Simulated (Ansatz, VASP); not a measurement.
BaO: VASP beside Ansatz

The input INCAR:

```
SYSTEM = BaO
ALGO = Normal
EDIFF = 1E-6
ENCUT = 600
GGA = PE
GGA_COMPAT = .FALSE.
ISIF = 2
ISMEAR = -1
LASPH = .TRUE.
LCHARG = .FALSE.
LREAL = .FALSE.
LWAVE = .FALSE.
NBANDS = 15
NELM = 120
PREC = Accurate
SIGMA = 0.02
```

KPOINTS

```
k-points
0
G
  9 9 9
  0 0 0
```

POSCAR

```
BaO
1.0
    0.0000000000      2.7268896637      2.7268896637
    2.7268896637      0.0000000000      2.7268896637
    2.7268896637      2.7268896637      0.0000000000
Ba O
1 1
Direct
    0.0000000000      0.0000000000      0.0000000000
    0.5000000000      0.5000000000      0.5000000000
```

Input for Ansatz:

```yaml
crystal:
  lattice:
    - [0.0, 2.7268896637, 2.7268896637]
    - [2.7268896637, 0.0, 2.7268896637]
    - [2.7268896637, 2.7268896637, 0.0]
  atoms:
    - { symbol: Ba, position: [0.0, 0.0, 0.0] }
    - { symbol: O, position: [0.5, 0.5, 0.5] }
kpoints:
  mp_grid: { grid: [9, 9, 9] }
scf:
  occupations: { method: fermi_dirac, width: 0.02 }
hamiltonian:
  xc: pbe
  pseudopotentials: { kind: all_electron, lapw: { basis_error: 0.001 } }
output:
  forces: true
  stress: true
  eigenvalues: true
```

Change from the starting cell: volume scaled by 0.975.

Alike in both runs: task single point; functional PBE; k mesh 9 × 9 × 9; occupations fermi-dirac, width 0.02 eV; no spin polarisation.

|  | VASP | Ansatz |
| --- | --- | --- |
| version | VASP 6.6.1 | Ansatz 0.2.0 |
| potentials or method | VASP PAW PBE potentials, release 64 (Ba_sv, O), cutoff 600 eV | all-electron LAPW, scalar-relativistic |

Ansatz gave:

| Property | Result |
| --- | --- |
| gap on the k mesh at the Fermi level (eV) | 1.96 |
| pressure (GPa) | 5.2 |

Question: What did VASP give for the same quantities?

Answer: gap on the k mesh at the Fermi level (eV): 1.89; pressure (GPa): 7.2.

Ansatz ran all-electron here, and VASP with PAW potentials.

Spin-orbit coupling is off throughout.
